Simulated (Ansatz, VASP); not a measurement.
One calculation of Ti3AlB3, two programs

```xyz
7
Lattice="4.6659 0.0000 0.0000 -2.3330 4.0408 0.0000 0.0000 0.0000 4.4084" Properties=species:S:1:pos:R:3 pbc="T T T"
Ti    0.0000    2.6939    2.2042
Ti    2.3330    1.3469    2.2042
Ti    0.0000    0.0000    2.2042
Al    0.0000    0.0000    0.0000
B     2.3330    0.0000    0.0000
B    -1.1665    2.0204    0.0000
B     1.1665    2.0204    0.0000
```

Alike in both runs: functional PBE; k mesh 4 × 4 × 4; occupations gaussian, width 0.2 eV; no spin polarisation.

Ansatz relaxed the structure, and its values are those at the end. VASP's run is a single point on that final structure, the one shown.

|  | VASP | Ansatz |
| --- | --- | --- |
| version | VASP 6.6.1 | Ansatz 0.2.0 |
| potentials or method | VASP PAW PBE potentials, release 64 (Ti_sv, Al, B), cutoff 500 eV | scalar-relativistic, plane waves, PAW |
| valence electrons in the cell | 48 | 48 |

```csv
,VASP,Ansatz,Ansatz less VASP
gap on the k mesh at the Fermi level (eV),none,none,-
pressure (GPa),-0.6,-0.5,+0.19
```

A gap of «none» marks a metal or a gap that the smearing closes. With one functional, cell and mesh, what is left measures potentials, basis and numerics.

The k mesh is coarse, so the values compare programs but aren't converged.
